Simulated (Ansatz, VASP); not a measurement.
# SiGe2C2: VASP beside Ansatz

File INCAR:

```
PREC = Accurate
ENCUT = 600
EDIFF = 1E-6
ISMEAR = 0
SIGMA = 0.1
LREAL = F
LASPH = T
NELM = 80
ALGO = Normal
ISIF = 3
LWAVE = F
LCHARG = F
GGA = PE
IBRION = 2
NSW = 90
EDIFFG = -0.04
```

The input KPOINTS:

```
regular mesh
0
Gamma
  4 4 4
```

File POSCAR:

```
SiGe2C2
1.0
    3.8944287600      0.0000000000      0.0000000000
    0.0000000000      3.8944287600      0.0000000000
    0.0000000000      0.0000000000      3.9559710500
Si Ge C
1 2 2
Direct
    0.5000000000      0.5000000000      0.5000000000
    0.0000000000      0.5000000000      0.5000000000
    0.5000000000      0.0000000000      0.5000000000
    0.0000000000      0.0000000000      0.0000000000
    0.5000000000      0.5000000000      0.0000000000
```

Input for Ansatz:

```yaml
crystal:
  lattice:
    - [3.89442876, 0.0, 0.0]
    - [0.0, 3.89442876, 0.0]
    - [0.0, 0.0, 3.95597105]
  atoms:
    - { symbol: Si, position: [0.5, 0.5, 0.5] }
    - { symbol: Ge, position: [0.0, 0.5, 0.5] }
    - { symbol: Ge, position: [0.5, 0.0, 0.5] }
    - { symbol: C, position: [0.0, 0.0, 0.0] }
    - { symbol: C, position: [0.5, 0.5, 0.0] }
basis:
  ecutwfc: 420
kpoints:
  mp_grid: { grid: [4, 4, 4] }
hamiltonian:
  xc: pbe
scf:
  occupations: { method: gaussian, width: 0.1 }
  lower_state_search: "off"
output:
  forces: true
  stress: true
  eigenvalues: true
relax:
  adjacent_minimum: "off"
  f_tol: 0.04
  max_steps: 70
  cell: { stress_tol: 0.4 }
```

Alike in both runs: task relaxation of cell and atoms; functional PBE; k mesh 4 × 4 × 4; occupations gaussian, width 0.1 eV; no spin polarisation.

|  | VASP | Ansatz |
| --- | --- | --- |
| version | VASP 6.6.1 | Ansatz 0.2.0 |
| potentials or method | VASP PAW PBE potentials, release 64 (Si, Ge_d, C), cutoff 600 eV | scalar-relativistic, plane waves, PAW |
| valence electrons in the cell | 40 | 40 |

Ansatz gave:

* gap on the k mesh at the Fermi level, each at its own relaxed structure (eV): none
* relaxed volume (Å³/atom): 16.59
* relaxed length of the cell vector where the two differ most in proportion (Å): 4.908

Task: What did VASP give for the same quantities?

Result: gap on the k mesh at the Fermi level, each at its own relaxed structure (eV): none; relaxed volume (Å³/atom): 16.47; relaxed length of the cell vector where the two differ most in proportion (Å): 4.890.

A gap of «none» marks a metal or a gap that the smearing closes.

The k mesh is coarse, so the values compare programs but aren't converged. Noted on VASP's run: the volume moved by over 15 % at a fixed basis, so the end points are rough.
